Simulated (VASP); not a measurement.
Wanted: the native input for a VASP 6.6.1 run.

| Property | Result |
| --- | --- |
| Task | single point |
| Functional | PBEsol |
| Potentials or basis | VASP PAW PBE potentials, release 64 (Nb_sv) |
| Cutoff | 520 eV |
| k mesh | 22 × 22 × 22 |
| Occupations | fermi-dirac, width 0.05 eV |
| Spin | collinear spin, ferromagnetic start |
| Starting moments | [1.0] μB |
| Dipole correction | no |
| Further INCAR settings | ALGO = Normal; EDIFF = 1e-07; NBANDS = 16 |

The structure of Nb lies in POSCAR:

```
Nb
1.0
   -1.5896172372      1.5896172372      1.5896172372
    1.5896172372     -1.5896172372      1.5896172372
    1.5896172372      1.5896172372     -1.5896172372
Nb
1
Direct
    0.0000000000      0.0000000000      0.0000000000
```

This cell differs from its parent crystal: volume scaled by 0.92.

The input as run:

INCAR

```
  PREC = Accurate
  ENCUT = 520
  EDIFF = 1E-7
  ISMEAR = -1
  SIGMA = 0.05
  LREAL = F
  LASPH = T
  NELM = 150
  ALGO = Normal
  ISIF = 2
  LWAVE = F
  LCHARG = T
  ISPIN = 2
  MAGMOM = 1
  LORBIT = 11
  LMAXMIX = 4
  GGA = PS
  LELF = T
  LVHAR = T
  NBANDS = 16
```

KPOINTS

```
Automatic mesh
0
Gamma
  22 22 22
```

Potentials or basis: VASP PAW PBE potentials, release 64 (Nb_sv).

The run is started by

```console
$ cat potpaw_PBE.64/Nb_sv/POTCAR > POTCAR
$ mpirun -np 1 vasp_std > vasp.out
```

Results of the run:

* Pressure: 17.9 GPa
* Net moment: 0.00 μB per cell
* Valence electrons inside the program's atomic spheres: Nb 10.92

Caveat: the PAW data sets were made with another functional, which shifts forces and pressure a little.

Run time: 64 s on 1 thread of Intel(R) Xeon(R) 6975P-C (Granite Rapids) (shared host), peak memory 0.22 GiB.
